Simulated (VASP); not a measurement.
# Si in VASP: notebook

The runs below take Si through single point, relaxation of the atoms, with LDA.

All numbers are computed with VASP 6.6.1; they aren't measurements. Logs are shortened: lines on timing, memory, paths and dates and some standing lists are left out, and cuts for length are marked.

**1. The cell of the first run**

The typed cell holds 2 atoms: a = 3.838 Å, b = 3.838 Å, c = 3.838 Å, α = 60.00°, β = 60.00°, γ = 60.00°.

**2. Single point, LDA**

INCAR reads:

```
SYSTEM = Si
PREC = Accurate ; ENCUT = 520
EDIFF = 1E-6 ; ISMEAR = -5
SIGMA = 0.1 ; LREAL = .False.
LASPH = .True. ; NELM = 80
ALGO = Normal ; ISIF = 2
LWAVE = .False. ; LCHARG = .True.
LELF = .True. ; LVHAR = .True.
NBANDS = 11
```

KPOINTS reads:

```
regular mesh
0
Gamma
  7 7 7
  0 0 0
```

POSCAR reads:

```
Si
1.0
    0.0000000000      2.7135600000      2.7135600000
    2.7135600000      0.0000000000      2.7135600000
    2.7135600000      2.7135600000      0.0000000000
Si
2
Direct
    0.7467534474      0.7454674588      0.7464758201
    0.4967484226      0.4954470512      0.4965092899
```

Potentials or basis: VASP PAW LDA potentials, release 64 (Si).

Command:

```
> cat potpaw_LDA.64/Si/POTCAR > POTCAR
> mpirun -np 1 vasp_std > vasp.out
```

OUTCAR:

```text
SYSTEM = Si
   PREC = Accurate
   ENCUT = 520
   EDIFF = 1E-6
   ISMEAR = -5
   LREAL = .False.
   LASPH = .True.
   NELM = 80
   ISIF = 2

 ion  position               nearest neighbor table
   1  0.747  0.745  0.746-   2 2.35   2 2.35   2 2.35   2 2.35
   2  0.497  0.495  0.497-   1 2.35   1 2.35   1 2.35   1 2.35

  LATTYP: Found a face centered cubic cell.
 ALAT       =     5.4271200000

  Lattice vectors:

 A1 = (   0.0000000000,   2.7135600000,   2.7135600000)
 A2 = (   2.7135600000,   0.0000000000,   2.7135600000)
 A3 = (   2.7135600000,   2.7135600000,   0.0000000000)

Analysis of symmetry for initial positions (statically):
=====================================================================
 Subroutine PRICEL returns:
 Original cell was already a primitive cell.

 Routine SETGRP: Setting up the symmetry group for a
 face centered cubic supercell.

 Subroutine GETGRP returns: Found  4 space group operations
 (whereof  1 operations were pure point group operations)
 out of a pool of 48 trial point group operations.

The static configuration has the point symmetry C_1 .
 The point group associated with its full space group is C_2h.

Analysis of symmetry for dynamics (positions and initial velocities):
=====================================================================
 Subroutine PRICEL returns:
 Original cell was already a primitive cell.

 Routine SETGRP: Setting up the symmetry group for a
 face centered cubic supercell.

 Subroutine GETGRP returns: Found  4 space group operations
 (whereof  1 operations were pure point group operations)
 out of a pool of 48 trial point group operations.

The dynamic configuration has the point symmetry C_1 .
 The point group associated with its full space group is C_2h.

 Subroutine INISYM returns: Found  4 space group operations
 (whereof  1 operations are pure point group operations),
 and found     1 'primitive' translations

----------------------------------------------------------------------------------------

                                     Primitive cell

  volume of cell :      39.9621

  direct lattice vectors                    reciprocal lattice vectors
     0.000000000  2.713560000  2.713560000    -0.184259792  0.184259792  0.184259792
     2.713560000  0.000000000  2.713560000     0.184259792 -0.184259792  0.184259792
     2.713560000  2.713560000  0.000000000     0.184259792  0.184259792 -0.184259792

  length of vectors
     3.837553354  3.837553354  3.837553354     0.319147321  0.319147321  0.319147321

  position of ions in fractional coordinates (direct lattice)
     0.746753447  0.745467459  0.746475820
     0.496748423  0.495447051  0.496509290

  ion indices of the primitive-cell ions
   primitive index   ion index
                 1           1
                 2           2

----------------------------------------------------------------------------------------

 KPOINTS: regular mesh

Automatic generation of k-mesh.
 Grid dimensions read from file:
 generate k-points for:    7    7    7

 Generating k-lattice:

  Cartesian coordinates                     Fractional coordinates (reciprocal lattice)
    -0.026322827  0.026322827  0.026322827     0.142857143  0.000000000  0.000000000
     0.026322827 -0.026322827  0.026322827     0.000000000  0.142857143  0.000000000
     0.026322827  0.026322827 -0.026322827     0.000000000  0.000000000  0.142857143

  Length of vectors
     0.045592474  0.045592474  0.045592474

  Shift w.r.t. Gamma in fractional coordinates (k-lattice)
     0.000000000  0.000000000  0.000000000

 TETIRR: Found    517 inequivalent tetrahedra from     2058

 Subroutine IBZKPT returns following result:
 ===========================================

 Found    100 irreducible k-points:

 Following reciprocal coordinates:
            Coordinates               Weight
  0.000000  0.000000  0.000000      1.000000
  0.142857  0.000000  0.000000      4.000000
  0.000000  0.142857  0.000000      2.000000
  0.000000  0.000000  0.142857      2.000000
  0.285714  0.000000  0.000000      4.000000
  0.000000  0.285714  0.000000      2.000000
[... 16 lines left out ...]
  0.142857  0.428571  0.000000      4.000000
  0.285714 -0.142857 -0.142857      4.000000
 [... further k-points ...]
   k-points           NKPTS =    100   k-points in BZ     NKDIM =    100   number of bands    NBANDS=     11
   number of dos      NEDOS =    301   number of ions     NIONS =      2
   total plane-waves  NPLWV =  27000
   dimension x,y,z NGX =    30 NGY =   30 NGZ =   30
   dimension x,y,z NGXF=    60 NGYF=   60 NGZF=   60
   ions per type =               2
   NGX,Y,Z   is equivalent  to a cutoff of  13.00, 13.00, 13.00 a.u.
   NGXF,Y,Z  is equivalent  to a cutoff of  25.99, 25.99, 25.99 a.u.
 SYSTEM =  Si
   PREC   = accura    normal or accurate (medium, high low for compatibility)
   ISTART =      0    job   : 0-new  1-cont  2-samecut
   ICHARG =      2    charge: 1-file 2-atom 10-const
   ISPIN  =      1    spin polarized calculation?
   LNONCOLLINEAR =      F non collinear calculations
   LSORBIT =      F    spin-orbit coupling
   LASPH  =      T    aspherical Exc in radial PAW
   ENCUT  =  520.0 eV  38.22 Ry    6.18 a.u.   7.14  7.14  7.14*2*pi/ulx,y,z
   NELM   =     80;   NELMIN=  2; NELMDL= -5     # of ELM steps
   EDIFF  = 0.1E-05   stopping-criterion for ELM
   LREAL  =      F    real-space projection
   EDIFFG = 0.1E-04   stopping-criterion for IOM
   NSW    =      0    number of steps for IOM
   IBRION =     -1    ionic relax: 0-MD 1-quasi-New 2-CG
   NFREE  =      0    steps in history (QN), initial steepest desc. (CG)
   ISIF   =      2    stress and relaxation
   ISYM   =      2    0-nonsym 1-usesym 2-fastsym
   POTIM  = 0.5000    time-step for ionic-motion
   TEBEG  =    0.0;   TEEND  =   0.0 temperature during run
   PSTRESS=    0.0 pullay stress
   NELECT =       8.0000    total number of electrons
   NUPDOWN=      -1.0000    fix difference up-down
   EMIN   =  10.00;   EMAX   =-10.00  energy-range for DOS
   EFERMI =   0.00;   METHOD = LEGACY
   ISMEAR =    -5;   SIGMA  =   0.10  broadening in eV -4-tet -1-fermi 0-gaus
   EFERMI_NEDOS =   21; number of points for ismear=-14 and -15
   IALGO  =     38    algorithm
   IMIX   =      4    mixing-type and parameters
     AMIX     =   0.40;   BMIX     =  1.00
     AMIX_MAG =   1.60;   BMIX_MAG =  1.00
  volume/ion in A,a.u.               =      19.98       134.84
  Fermi-wavevector in a.u.,A,eV,Ry     =   0.957684  1.809760 12.478691  0.917158
  Thomas-Fermi vector in A             =   2.086724
   LORBIT       =      0    0 simple, 1 ext, 2 COOP (PROOUT), +10 PAW based schemes
   GGA     = CA    functional components
   LHFCALC =     F    Hartree Fock is set to
   AEXX    =    0.0000 exact exchange contribution
   IVDW    =     0    specifies the selected vdW correction
   LEPSILON=     F    determine dielectric tensor
   LRPA    =     F    only Hartree local field effects (RPA)
 non-spin polarized calculation
 Fermi weights with tetrahedron method with Bloechl corrections
  energy-cutoff  :      520.00
  volume of cell :       39.96
 maximum number of plane-waves:      1087
 NGX is ok and might be reduce to    30
   NGX = 15   NGY = 15   NGZ = 15

 number of electron       8.0000000 magnetization

 Free energy of the ion-electron system (eV)
  ---------------------------------------------------
  ext. energy  EPLUGINS =         0.00000000
  ---------------------------------------------------
  free energy    TOTEN  =       -11.90746903 eV

  energy without entropy =      -11.90746903  energy(sigma->0) =      -11.90746903

 E-fermi :   5.7994     XC(G=0):  -9.6119

 val. band max:        5.7943519110   @ k =   0.0000   0.0000   0.0000
 cond. band min:       6.2572591573   @ k =   0.4286   0.4286   0.0000
 fundamental gap:      0.4629072462
 Fermi energy:         5.7993663633

 k-point     1 :       0.0000    0.0000    0.0000
  band No.  band energies     occupation
      1      -6.1780      2.00000
      2       5.7933      2.00000
      3       5.7936      2.00000
      4       5.7944      2.00000
      5       8.3166      0.00000
      6       8.3171      0.00000
      7       8.3172      0.00000
      8       9.0253      0.00000
      9      13.4766      0.00000
     10      13.5205      0.00000
     11      13.5205      0.00000

 k-point     2 :       0.1429    0.0000    0.0000
  band No.  band energies     occupation
      1      -5.9113      2.00000
      2       3.8463      2.00000
      3       5.4347      2.00000
      4       5.4355      2.00000
      5       8.1545      0.00000
      6       8.8387      0.00000
      7       8.8392      0.00000
      8      10.7053      0.00000
      9      12.9339      0.00000
     10      12.9340      0.00000
     11      14.4601      0.00000

 k-point     3 :       0.0000    0.1429    0.0000
  band No.  band energies     occupation
      1      -5.9113      2.00000
      2       3.8461      2.00000
      3       5.4349      2.00000
      4       5.4355      2.00000
      5       8.1546      0.00000
      6       8.8388      0.00000
      7       8.8392      0.00000
      8      10.7053      0.00000
      9      12.9338      0.00000
     10      12.9339      0.00000
     11      14.4600      0.00000
[... 267 lines left out ...]
 k-point    23 :       0.1429    0.4286    0.0000
  band No.  band energies     occupation
      1      -4.1979      2.00000
      2      -0.1727      2.00000
      3       3.5307      2.00000
      4       4.0854      2.00000
      5       7.8495      0.00000
      6       9.5494      0.00000
      7      10.2792      0.00000
      8      11.4934      0.00000
      9      15.0934      0.00000
     10      16.0011      0.00000
     11      16.5996      0.00000

 k-point    24 :       0.2857   -0.1429   -0.1429
  band No.  band energies     occupation
      1      -4.1979      2.00000
      2      -0.1725      2.00000
      3       3.5307      2.00000
      4       4.0854      2.00000
      5       7.8495      0.00000
      6       9.5493      0.00000
      7      10.2791      0.00000
      8      11.4935      0.00000
      9      15.0934      0.00000
     10      16.0012      0.00000
     11      16.5997      0.00000

 [... further k-points ...]

------------------------ aborting loop because EDIFF is reached ----------------------------------------

  FORCE on cell =-STRESS in cart. coord.  units (eV):
  Direction    XX          YY          ZZ          XY          YZ          ZX
  --------------------------------------------------------------------------------------
  -------------------------------------------------------------------------------------
  Total       -0.3100514     -0.3100460     -0.3100460     -0.0006667      0.0003347      0.0006667
  in kB      -12.4307106    -12.4304935    -12.4304935     -0.0267297      0.0134193      0.0267290
  external PRESSURE =     -12.4305658 kB  Pullay stress =       0.0000000 kB

 VOLUME and BASIS-vectors are now :
 -----------------------------------------------------------------------------
  energy-cutoff  :      520.00
  volume of cell :       39.96
      direct lattice vectors                 reciprocal lattice vectors
     0.000000000  2.713560000  2.713560000    -0.184259792  0.184259792  0.184259792
     2.713560000  0.000000000  2.713560000     0.184259792 -0.184259792  0.184259792
     2.713560000  2.713560000  0.000000000     0.184259792  0.184259792 -0.184259792

 POSITION                                       TOTAL-FORCE (eV/Angst)
 -----------------------------------------------------------------------------------
      4.04848      4.05197      4.04923         0.000483      0.000975     -0.000975
      2.69173      2.69526      2.69238        -0.000483     -0.000975      0.000975
 -----------------------------------------------------------------------------------
    total drift:                               -0.000289     -0.000181     -0.000291

  FREE ENERGIE OF THE ION-ELECTRON SYSTEM (eV)
  ---------------------------------------------------
  free  energy   TOTEN  =       -11.9074690321 eV

  energy  without entropy=      -11.9074690321  energy(sigma->0) =      -11.90746903
```

Run time: 69 s. Hardware: 1 thread of Intel Xeon 8259CL, shared host; peak memory 0.16 GiB.

Results:

```
Free energy            : -11.9075 eV
Pressure               : -1.2 GPa
Band gap on the k mesh : 0.46 eV (least direct gap 2.52 eV)
```

Levels at points of the mesh, in eV from the valence-band top:
```csv
k point,band 1,band 2,band 3,band 4,band 5,band 6,band 7,band 8
"(0.00, 0.00, 0.00)",-11.97,0.00,0.00,0.00,2.52,2.52,2.52,3.23
```

Caveat: an odd mesh through Γ misses points on the zone boundary, where band edges can lie.

**3. Single point, LDA**

INCAR reads:

```
PREC     = Accurate       # precision mode
ENCUT    = 520            # plane-wave cutoff, eV
EDIFF    = 1E-6           # SCF threshold, eV
ISMEAR   = 1              # smearing method
SIGMA    = 0.05           # smearing width, eV
LREAL    = False          # projectors in reciprocal space
LASPH    = True           # aspherical terms in the spheres
NELM     = 80             # most SCF steps
ALGO     = Normal         # electronic algorithm
ISIF     = 2              # what is computed and relaxed
LWAVE    = False          # write WAVECAR
LCHARG   = True           # write CHGCAR
GGA      = CA             # functional
LELF     = True           # ELF
LVHAR    = True         
NBANDS   = 11             # bands
```

KPOINTS reads:

```
regular mesh
0
Gamma
  7 7 7
```

POSCAR reads:

```
Si
1.0
    0.0000000000      2.7135600000      2.7135600000
    2.7135600000      0.0000000000      2.7135600000
    2.7135600000      2.7135600000      0.0000000000
Si
2
Direct
    0.7467717972      0.7454138455      0.7465289450
    0.4967300728      0.4955006645      0.4964561650
```

Potentials or basis: VASP PAW LDA potentials, release 64 (Si).

Command:

```
> cat potpaw_LDA.64/Si/POTCAR > POTCAR
> mpirun -np 1 vasp_std > vasp.out
```

OUTCAR:

```text
PREC = Accurate
   ENCUT = 520
   EDIFF = 1E-6
   ISMEAR = 1
   LREAL = False
   LASPH = True
   NELM = 80
   ISIF = 2
   GGA = CA

 ion  position               nearest neighbor table
   1  0.747  0.745  0.747-   2 2.35   2 2.35   2 2.35   2 2.35
   2  0.497  0.496  0.496-   1 2.35   1 2.35   1 2.35   1 2.35

  LATTYP: Found a face centered cubic cell.
 ALAT       =     5.4271200000

  Lattice vectors:

 A1 = (   0.0000000000,   2.7135600000,   2.7135600000)
 A2 = (   2.7135600000,   0.0000000000,   2.7135600000)
 A3 = (   2.7135600000,   2.7135600000,   0.0000000000)

Analysis of symmetry for initial positions (statically):
=====================================================================
 Subroutine PRICEL returns:
 Original cell was already a primitive cell.

 Routine SETGRP: Setting up the symmetry group for a
 face centered cubic supercell.

 Subroutine GETGRP returns: Found  2 space group operations
 (whereof  1 operations were pure point group operations)
 out of a pool of 48 trial point group operations.

The static configuration has the point symmetry C_1 .
 The point group associated with its full space group is S_2 .

Analysis of symmetry for dynamics (positions and initial velocities):
=====================================================================
 Subroutine PRICEL returns:
 Original cell was already a primitive cell.

 Routine SETGRP: Setting up the symmetry group for a
 face centered cubic supercell.

 Subroutine GETGRP returns: Found  2 space group operations
 (whereof  1 operations were pure point group operations)
 out of a pool of 48 trial point group operations.

The dynamic configuration has the point symmetry C_1 .
 The point group associated with its full space group is S_2 .

 Subroutine INISYM returns: Found  2 space group operations
 (whereof  1 operations are pure point group operations),
 and found     1 'primitive' translations

----------------------------------------------------------------------------------------
[... 121 lines left out ...]
   IVDW    =     0    specifies the selected vdW correction
   LEPSILON=     F    determine dielectric tensor
   LRPA    =     F    only Hartree local field effects (RPA)
 non-spin polarized calculation
 Methfessel and Paxton  Order N= 1 SIGMA  =   0.05
  energy-cutoff  :      520.00
  volume of cell :       39.96
 maximum number of plane-waves:      1087
 NGX is ok and might be reduce to    30
   NGX = 15   NGY = 15   NGZ = 15

 number of electron       8.0000000 magnetization

 Free energy of the ion-electron system (eV)
  ---------------------------------------------------
  ext. energy  EPLUGINS =         0.00000000
  ---------------------------------------------------
  free energy    TOTEN  =       -11.90744289 eV

  energy without entropy =      -11.90746830  energy(sigma->0) =      -11.90745136

 E-fermi :   5.8359     XC(G=0):  -9.6119

 val. band max:        5.7953852503   @ k =   0.0000   0.0000   0.0000
 cond. band min:       6.2572587760   @ k =   0.4286   0.0000   0.4286
 fundamental gap:      0.4618735257
 Fermi energy:         5.8359150983

 k-point     1 :       0.0000    0.0000    0.0000
  band No.  band energies     occupation
      1      -6.1780      2.00000
      2       5.7922      2.01300
      3       5.7936      2.00158
      4       5.7954      1.98542
      5       8.3160      0.00000
      6       8.3170      0.00000
      7       8.3179      0.00000
      8       9.0253      0.00000
      9      13.4766      0.00000
     10      13.5205      0.00000
     11      13.5205      0.00000
[... 309 lines left out ...]
 k-point    24 :       0.2857    0.2857    0.1429
  band No.  band energies     occupation
      1      -5.2124      2.00000
      2       2.0221      2.00000
      3       4.2233      2.00000
      4       4.2726      2.00000
      5       7.7940      0.00000
      6       9.6376      0.00000
      7      10.2690      0.00000
      8      10.5029      0.00000
      9      13.8649      0.00000
     10      14.2819      0.00000
     11      15.8167      0.00000

 [... further k-points ...]

------------------------ aborting loop because EDIFF is reached ----------------------------------------

  FORCE on cell =-STRESS in cart. coord.  units (eV):
  Direction    XX          YY          ZZ          XY          YZ          ZX
  --------------------------------------------------------------------------------------
  -------------------------------------------------------------------------------------
  Total       -0.3100536     -0.3100390     -0.3100516      0.0011648      0.0003846     -0.0029791
  in kB      -12.4308016    -12.4302161    -12.4307181      0.0466993      0.0154193     -0.1194401
  external PRESSURE =     -12.4305786 kB  Pullay stress =       0.0000000 kB

 VOLUME and BASIS-vectors are now :
 -----------------------------------------------------------------------------
  energy-cutoff  :      520.00
  volume of cell :       39.96
      direct lattice vectors                 reciprocal lattice vectors
     0.000000000  2.713560000  2.713560000    -0.184259792  0.184259792  0.184259792
     2.713560000  0.000000000  2.713560000     0.184259792 -0.184259792  0.184259792
     2.713560000  2.713560000  0.000000000     0.184259792  0.184259792 -0.184259792

 POSITION                                       TOTAL-FORCE (eV/Angst)
 -----------------------------------------------------------------------------------
      4.04848      4.05216      4.04914         0.000454     -0.003763      0.001477
      2.69173      2.69507      2.69248        -0.000454      0.003763     -0.001477
 -----------------------------------------------------------------------------------
    total drift:                               -0.000000     -0.000003     -0.000001

  FREE ENERGIE OF THE ION-ELECTRON SYSTEM (eV)
  ---------------------------------------------------
  free  energy   TOTEN  =       -11.9074428854 eV

  energy  without entropy=      -11.9074683042  energy(sigma->0) =      -11.90745136
```

stdout:

```text
POSCAR found type information on POSCAR Si
 POSCAR found :  1 types and       2 ions
 scaLAPACK will be used
 LDA part: xc-table for (Slater(with rela. corr.)+CA(PZ))
 , standard interpolation
 POSCAR, INCAR and KPOINTS ok, starting setup
 FFT: planning ... GRIDC
 FFT: planning ... GRID_SOFT
 FFT: planning ... GRID
 WAVECAR not read
 entering main loop
```

Wall time 1.8 min (1 thread of Intel Xeon 8259CL, shared host); peak memory 0.18 GiB.

Results:

```
Free energy            : -11.9074 eV
Pressure               : -1.2 GPa
Largest force          : 0.004 eV/Å
Band gap on the k mesh : 0.46 eV (least direct gap 2.52 eV)
```

Forces on the atoms (eV/Å):
```
Si   0.000 -0.004  0.001
Si   0.000  0.004 -0.001
```

Levels at points of the mesh, in eV from the valence-band top:
```tsv
k point	band 2	band 3	band 4	band 5	band 6	band 7
(0.00, 0.00, 0.00)	0.00	0.00	0.00	2.52	2.52	2.52
```

Caveat: an odd mesh through Γ misses points on the zone boundary, where band edges can lie.

(Part 1 of 2 ends here.)
